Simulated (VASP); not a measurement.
Input of a VASP 6.6.1 run:

The input INCAR:

```
SYSTEM = KCl
PREC = Accurate ; ENCUT = 520
EDIFF = 1E-7 ; ISMEAR = 0
SIGMA = 0.05 ; LREAL = .FALSE.
LASPH = .TRUE. ; NELM = 80
ALGO = Normal ; ISIF = 2
LWAVE = .FALSE. ; LCHARG = .TRUE.
GGA = PS ; LELF = .TRUE.
LVHAR = .TRUE. ; NBANDS = 15
```

The input KPOINTS:

```
regular mesh
0
G
  6 6 6
  0 0 0
```

The input POSCAR:

```
KCl
1.0
    3.8967839400      0.0000000000      0.0000000000
    0.0000000000      3.8967839400      0.0000000000
    0.0000000000      0.0000000000      3.8391960000
K Cl
1 1
Direct
    0.0000000000      0.0000000000      0.0000000000
    0.5000000000      0.5000000000      0.5000000000
```

Potentials or basis: VASP PAW PBE potentials, release 64 (K_sv, Cl).

Command:

```console
$ cat potpaw_PBE.64/K_sv/POTCAR potpaw_PBE.64/Cl/POTCAR > POTCAR
$ mpirun -np 1 vasp_std > vasp.out
```

(1) Estimate the band gap on the k mesh.

(2) What does it give for the pressure?

## Answers

(1) 4.46 eV, indirect (least direct gap 4.65 eV).

(2) -1.8 GPa.

Caveat: the cell differs from its parent crystal (strain +0.0150 x Voigt [1, 1, 0, 0, 0, 0]); the PAW data sets were made with another functional, which shifts forces and pressure a little.
